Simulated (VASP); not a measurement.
# Ti (P6_3/mmc) in VASP: further runs, part 2 of 2

VASP 6.6.1. The steps go on from the part before.

### 3 Single point, r2SCAN, collinear spin (15.92 Å³/atom)

This run uses another cell than the first one, of 15.92 Å³/atom.

POSCAR

```
Ti
1.0
    2.8549694488      0.0000000000      0.0000000000
   -1.4274847244      2.4724760696      0.0000000000
    0.0000000000      0.0000000000      4.5114443071
Ti
2
Direct
    0.3333333333      0.6666666667      0.2500000000
    0.6666666667      0.3333333333      0.7500000000
```

INCAR.step1

```
SYSTEM = Ti
PREC = Accurate
ENCUT = 520
ISMEAR = -1
SIGMA = 0.05
LREAL = .FALSE.
LASPH = .TRUE.
NELM = 150
ISPIN = 2
MAGMOM = 1 1
LMAXMIX = 4
NBANDS = 23
GGA = PE
ALGO = Normal
EDIFF = 1E-4
LWAVE = .TRUE.
LCHARG = .FALSE.
```

INCAR.step2

```
SYSTEM = Ti
PREC = Accurate
ENCUT = 520
EDIFF = 1E-6
ISMEAR = -1
SIGMA = 0.05
LREAL = .FALSE.
LASPH = .TRUE.
NELM = 150
ALGO = Normal
ISIF = 2
LWAVE = .FALSE.
LCHARG = .FALSE.
ISPIN = 2
MAGMOM = 1 1
LORBIT = 11
LMAXMIX = 4
METAGGA = R2SCAN
LMIXTAU = .TRUE.
NBANDS = 23
ISTART = 1
```

KPOINTS

```
Automatic mesh
0
G
  20 20 11
  0 0 0
```

Potentials or basis: VASP PAW PBE potentials, release 64 (Ti_sv).

Started as:

```console
> cat potpaw_PBE.64/Ti_sv/POTCAR > POTCAR
> cp INCAR.step1 INCAR
> mpirun -np 1 vasp_std > vasp.out
> cp INCAR.step2 INCAR
> mpirun -np 1 vasp_std > vasp.out
```

OUTCAR:

```text
SYSTEM = Ti
   PREC = Accurate
   ENCUT = 520
   EDIFF = 1E-6
   ISMEAR = -1
   LREAL = .FALSE.
   LASPH = .TRUE.
   NELM = 150
   ISIF = 2
   ISPIN = 2
   LORBIT = 11
   METAGGA = R2SCAN
   ISTART = 1

 ion  position               nearest neighbor table
   1  0.333  0.667  0.250-   2 2.79   2 2.79   2 2.79   2 2.79   2 2.79   2 2.79
   2  0.667  0.333  0.750-   1 2.79   1 2.79   1 2.79   1 2.79   1 2.79   1 2.79

  LATTYP: Found a hexagonal cell.
 ALAT       =     2.8549694488
 C/A-ratio  =     1.5802075602

  Lattice vectors:

 A1 = (   2.8549694488,   0.0000000000,   0.0000000000)
 A2 = (  -1.4274847244,   2.4724760696,   0.0000000000)
 A3 = (   0.0000000000,   0.0000000000,   4.5114443071)

Analysis of symmetry for initial positions (statically):
=====================================================================
 Subroutine PRICEL returns:
 Original cell was already a primitive cell.

 Routine SETGRP: Setting up the symmetry group for a
 hexagonal supercell.

 Subroutine GETGRP returns: Found 24 space group operations
 (whereof 12 operations were pure point group operations)
 out of a pool of 24 trial point group operations.

The static configuration has the point symmetry D_3d.
 The point group associated with its full space group is D_6h.

Analysis of symmetry for dynamics (positions and initial velocities):
=====================================================================
 Subroutine PRICEL returns:
 Original cell was already a primitive cell.

 Routine SETGRP: Setting up the symmetry group for a
 hexagonal supercell.

 Subroutine GETGRP returns: Found 24 space group operations
 (whereof 12 operations were pure point group operations)
 out of a pool of 24 trial point group operations.

The dynamic configuration has the point symmetry D_3d.
 The point group associated with its full space group is D_6h.

Analysis of structural, dynamic, and magnetic symmetry:
=====================================================================
 Subroutine PRICEL returns:
 Original cell was already a primitive cell.

 Routine SETGRP: Setting up the symmetry group for a
 hexagonal supercell.

 Subroutine GETGRP returns: Found 24 space group operations
 (whereof 12 operations were pure point group operations)
 out of a pool of 24 trial point group operations.

The overall configuration has the point symmetry D_3d.
 The point group associated with its full space group is D_6h.

 Subroutine INISYM returns: Found 24 space group operations
 (whereof 12 operations are pure point group operations),
 and found     1 'primitive' translations

----------------------------------------------------------------------------------------

                                     Primitive cell

  volume of cell :      31.8456

  direct lattice vectors                    reciprocal lattice vectors
     2.854969449  0.000000000  0.000000000     0.350266445  0.202226426  0.000000000
    -1.427484724  2.472476070  0.000000000     0.000000000  0.404452853  0.000000000
     0.000000000  0.000000000  4.511444307     0.000000000  0.000000000  0.221658505

  length of vectors
     2.854969449  2.854969449  4.511444307     0.404452853  0.404452853  0.221658505

[... 73 lines left out ...]
   ICHARG =      0    charge: 1-file 2-atom 10-const
   ISPIN  =      2    spin polarized calculation?
   LNONCOLLINEAR =      F non collinear calculations
   LSORBIT =      F    spin-orbit coupling
   LASPH  =      T    aspherical Exc in radial PAW
   ENCUT  =  520.0 eV  38.22 Ry    6.18 a.u.   5.31  5.31  8.39*2*pi/ulx,y,z
   NELM   =    150;   NELMIN=  2; NELMDL=  0     # of ELM steps
   EDIFF  = 0.1E-05   stopping-criterion for ELM
   LREAL  =      F    real-space projection
   EDIFFG = 0.1E-04   stopping-criterion for IOM
   NSW    =      0    number of steps for IOM
   IBRION =     -1    ionic relax: 0-MD 1-quasi-New 2-CG
   NFREE  =      0    steps in history (QN), initial steepest desc. (CG)
   ISIF   =      2    stress and relaxation
   ISYM   =      2    0-nonsym 1-usesym 2-fastsym
   POTIM  = 0.5000    time-step for ionic-motion
   TEBEG  =    0.0;   TEEND  =   0.0 temperature during run
   PSTRESS=    0.0 pullay stress
   NELECT =      24.0000    total number of electrons
   NUPDOWN=      -1.0000    fix difference up-down
   EMIN   =  10.00;   EMAX   =-10.00  energy-range for DOS
   EFERMI =   0.00;   METHOD = LEGACY
   ISMEAR =    -1;   SIGMA  =   0.05  broadening in eV -4-tet -1-fermi 0-gaus
   EFERMI_NEDOS =   21; number of points for ismear=-14 and -15
   IALGO  =     38    algorithm
   IMIX   =      4    mixing-type and parameters
     AMIX     =   0.40;   BMIX     =  1.00
     AMIX_MAG =   1.60;   BMIX_MAG =  1.00
  volume/ion in A,a.u.               =      15.92       107.45
  Fermi-wavevector in a.u.,A,eV,Ry     =   1.489803  2.815320 30.198309  2.219513
  Thomas-Fermi vector in A             =   2.602665
   LORBIT       =     11    0 simple, 1 ext, 2 COOP (PROOUT), +10 PAW based schemes
   METAGGA = R2SCAN    functional components
   LHFCALC =     F    Hartree Fock is set to
   AEXX    =    0.0000 exact exchange contribution
   IVDW    =     0    specifies the selected vdW correction
   LEPSILON=     F    determine dielectric tensor
   LRPA    =     F    only Hartree local field effects (RPA)
 spin polarized calculation
  energy-cutoff  :      520.00
  volume of cell :       31.85
 maximum number of plane-waves:       874
 NGX is ok and might be reduce to    24
   NGX = 11   NGY = 11   NGZ = 17

 number of electron      24.0000004 magnetization      -0.0000040

 number of electron      24.0000004 magnetization       0.0000002

 Free energy of the ion-electron system (eV)
  ---------------------------------------------------
  ext. energy  EPLUGINS =         0.00000000
  ---------------------------------------------------
  free energy    TOTEN  =       -25.80780201 eV

  energy without entropy =      -25.79467501  energy(sigma->0) =      -25.80123851

 E-fermi :   9.3665     XC(G=0): -12.8493

 val. band max:        9.3555308870   @ k =   0.1000  -0.0000   0.4545
 cond. band min:       9.3676918607   @ k =   0.3500   0.3000   0.2727
 fundamental gap:      0.0121609737
 Fermi energy:         9.3664557286

 spin component 1

 k-point     1 :       0.0000    0.0000    0.0000
  band No.  band energies     occupation
      1     -49.7219      1.00000
      2     -49.5172      1.00000
      3     -25.4033      1.00000
      4     -24.5320      1.00000
      5     -24.5319      1.00000
      6     -24.4283      1.00000
[... 613 lines left out ...]
     22      20.8518      0.00000
     23      22.9184      0.00000

 [... further k-points ...]

 spin component 2

 k-point     1 :       0.0000    0.0000    0.0000
  band No.  band energies     occupation
      1     -49.7219      1.00000
      2     -49.5172      1.00000
      3     -25.4033      1.00000
      4     -24.5320      1.00000
      5     -24.5319      1.00000
      6     -24.4283      1.00000
[... 613 lines left out ...]
     22      20.8518      0.00000
     23      22.9184      0.00000

 [... further k-points ...]

------------------------ aborting loop because EDIFF is reached ----------------------------------------

  FORCE on cell =-STRESS in cart. coord.  units (eV):
  Direction    XX          YY          ZZ          XY          YZ          ZX
  --------------------------------------------------------------------------------------
  -------------------------------------------------------------------------------------
  Total        2.3303394      2.3303394      2.3289055      0.0000000     -0.0000000      0.0000000
  in kB      117.2412947    117.2412947    117.1691501      0.0000000     -0.0000000      0.0000000
  external PRESSURE =     117.2172465 kB  Pullay stress =       0.0000000 kB

 VOLUME and BASIS-vectors are now :
 -----------------------------------------------------------------------------
  energy-cutoff  :      520.00
  volume of cell :       31.85
      direct lattice vectors                 reciprocal lattice vectors
     2.854969449  0.000000000  0.000000000     0.350266445  0.202226426  0.000000000
    -1.427484724  2.472476070  0.000000000     0.000000000  0.404452853  0.000000000
     0.000000000  0.000000000  4.511444307     0.000000000  0.000000000  0.221658505

 POSITION                                       TOTAL-FORCE (eV/Angst)
 -----------------------------------------------------------------------------------
     -0.00000      1.64832      1.12786        -0.000000      0.000000      0.000000
      1.42748      0.82416      3.38358         0.000000     -0.000000      0.000000
 -----------------------------------------------------------------------------------
    total drift:                               -0.000000      0.000000     -0.000000

  FREE ENERGIE OF THE ION-ELECTRON SYSTEM (eV)
  ---------------------------------------------------
  free  energy   TOTEN  =       -25.8078020071 eV

  energy  without entropy=      -25.7946750121  energy(sigma->0) =      -25.80123851

 total charge

# of ion       s       p       d       tot
------------------------------------------
    1        2.267   6.155   1.906  10.329
    2        2.267   6.155   1.906  10.329
--------------------------------------------------
tot          4.534  12.311   3.813  20.657

 magnetization (x)

# of ion       s       p       d       tot
------------------------------------------
    1        0.000  -0.000   0.000   0.000
    2        0.000  -0.000   0.000   0.000
--------------------------------------------------
tot          0.000  -0.000   0.000   0.000
```

Wall time 8 min (1 thread of Intel Xeon 6975P-C (Granite Rapids), shared host); peak memory 0.37 GiB.

What came out:

```
Free energy                                           : -25.8078 eV
Pressure                                              : 11.7 GPa
Band gap on the k mesh                                : zero (filled and empty bands overlap)
Net moment                                            : 0.00 μB per cell
Valence electrons inside the program's atomic spheres : Ti 10.33
```

Caveat: the cell stands under pressure; the PAW data sets were made with another functional, which shifts forces and pressure a little.

### 4 Single point, r2SCAN, collinear spin (17.31 Å³/atom)

This run uses another cell than the first one, of 17.31 Å³/atom.

POSCAR

```
Ti
1.0
    2.9354331160      0.0000000000      0.0000000000
   -1.4677165580      2.5421596496      0.0000000000
    0.0000000000      0.0000000000      4.6385936024
Ti
2
Direct
    0.3333333333      0.6666666667      0.2500000000
    0.6666666667      0.3333333333      0.7500000000
```

INCAR.step1

```
PREC = Accurate
ENCUT = 520
ISMEAR = -1
SIGMA = 0.05
LREAL = False
LASPH = True
NELM = 150
ISPIN = 2
MAGMOM = 1 1
LMAXMIX = 4
NBANDS = 23
GGA = PE
ALGO = Normal
EDIFF = 1E-4
LWAVE = True
LCHARG = False
```

INCAR.step2

```
PREC = Accurate
ENCUT = 520
EDIFF = 1E-6
ISMEAR = -1
SIGMA = 0.05
LREAL = False
LASPH = True
NELM = 150
ALGO = Normal
ISIF = 2
LWAVE = False
LCHARG = False
ISPIN = 2
MAGMOM = 1 1
LORBIT = 11
LMAXMIX = 4
METAGGA = R2SCAN
LMIXTAU = True
NBANDS = 23
ISTART = 1
```

KPOINTS

```
Automatic mesh
0
Gamma
  20 20 11
```

Started as:

```console
> cat potpaw_PBE.64/Ti_sv/POTCAR > POTCAR
> cp INCAR.step1 INCAR
> mpirun -np 1 vasp_std > vasp.out
> cp INCAR.step2 INCAR
> mpirun -np 1 vasp_std > vasp.out
```

Run time: 8.4 min. Hardware: 1 thread of Intel Xeon 6975P-C (Granite Rapids), shared host; peak memory 0.39 GiB.

It converged, with:

| Item | Value |
| --- | --- |
| Free energy | -25.9084 eV |
| Pressure | 0.4 GPa |
| Band gap on the k mesh | zero (filled and empty bands overlap) |
| Net moment | 0.00 μB per cell |
| Valence electrons inside the program's atomic spheres | Ti 10.22 |

Levels at points of the mesh, in eV from the Fermi level:
Spin up:
| k point | band 9 | band 10 | band 11 | band 12 | band 13 | band 14 | band 15 | band 16 |
| --- | --- | --- | --- | --- | --- | --- | --- | --- |
| (0.00, 0.00, 0.00) | -6.63 | -2.88 | 0.59 | 0.86 | 0.86 | 0.98 | 1.40 | 1.40 |
| (0.50, 0.00, 0.00) | -2.53 | -2.30 | -1.95 | -0.85 | 0.60 | 0.70 | 1.27 | 3.54 |
Spin down:
| k point | band 9 | band 10 | band 11 | band 12 | band 13 | band 14 | band 15 | band 16 |
| --- | --- | --- | --- | --- | --- | --- | --- | --- |
| (0.00, 0.00, 0.00) | -6.63 | -2.88 | 0.59 | 0.86 | 0.86 | 0.98 | 1.40 | 1.40 |
| (0.50, 0.00, 0.00) | -2.53 | -2.30 | -1.95 | -0.85 | 0.60 | 0.70 | 1.27 | 3.54 |

Caveat: the PAW data sets were made with another functional, which shifts forces and pressure a little.

### 5 The runs side by side

| cell | gap on the mesh (eV) | pressure (GPa) | moment (μB) |
| --- | --- | --- | --- |
| a = 2.813, b = 2.813, c = 4.445 Å, angles 90.0, 90.0, 120.0°, 2 atoms | none | 19.1 | 0.00 |
| a = 2.855, b = 2.855, c = 4.511 Å, angles 90.0, 90.0, 120.0°, 2 atoms | none | 11.7 | 0.00 |
| a = 2.935, b = 2.935, c = 4.639 Å, angles 90.0, 90.0, 120.0°, 2 atoms | none | 0.4 | 0.00 |

Alike in all rows: task single point; level r2SCAN; potentials or basis VASP PAW PBE potentials, release 64 (Ti_sv); spin collinear; k mesh 20 × 20 × 11; cutoff (eV) 520; smearing fermi-dirac 0.05 eV.

Caveats: the PAW data sets were made with another functional, which shifts forces and pressure a little; the cell stands under pressure (at least some runs).

Total energies depend on the potentials used, so only differences within one code and one set of settings carry meaning.
